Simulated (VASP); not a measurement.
Input of a VASP 6.6.1 run:

Contents of INCAR:

```
SYSTEM = K2BaH3
  ALGO = Fast
  EDIFF = 1E-6
  ENCUT = 520
  GGA = PE
  ISIF = 2
  ISMEAR = 0
  LASPH = .TRUE.
  LCHARG = .FALSE.
  LREAL = .FALSE.
  LWAVE = .FALSE.
  NBANDS = 24
  NELM = 60
  PREC = Accurate
  SIGMA = 0.1
```

KPOINTS

```
k-points
0
G
  6 6 2
  0 0 0
```

Contents of POSCAR:

```
K2BaH3
1.0
    4.7735591800      0.0000000000      0.0000000000
   -2.3867795900      4.1340235100      0.0000000000
    0.0000000000      0.0000000000      7.6595260700
K Ba H
2 1 3
Direct
    0.3333333300      0.6666666700      0.2557500000
    0.6666666700      0.3333333300      0.7442500000
    0.0000000000      0.0000000000      0.0000000000
    0.3333333300      0.6666666700      0.6460000300
    0.6666666700      0.3333333300      0.3539999700
    0.0000000000      0.0000000000      0.5000000000
```

Potentials or basis: VASP PAW PBE potentials, release 64 (K_sv, Ba_sv, H).

Command:

```console
$ cat potpaw_PBE.64/K_sv/POTCAR potpaw_PBE.64/Ba_sv/POTCAR potpaw_PBE.64/H/POTCAR > POTCAR
$ mpirun -np 1 vasp_std > vasp.out
```

Predict the largest force.

2.209 eV/Å.

Predict the band gap on the k mesh.

zero (an odd number of electrons rules out a gap without spin polarisation).

What does it give for the pressure?

-0.5 GPa.

Forces in eV/Å, atoms in the order of the input:
```
K    0.000  0.000  2.209
K    0.000  0.000 -2.209
Ba   0.000  0.000  0.000
H    0.000  0.000  0.948
H    0.000  0.000 -0.948
H    0.000  0.000  0.000
```

Caveat: the k points lie up to 0.41 Å⁻¹ apart, too coarse for converged energies and pressures of a metal; spin-orbit coupling is left out, which moves the levels of the heavy elements; forces of over 1 eV/Å act on the atoms, so gaps and moduli don't describe the material at rest.
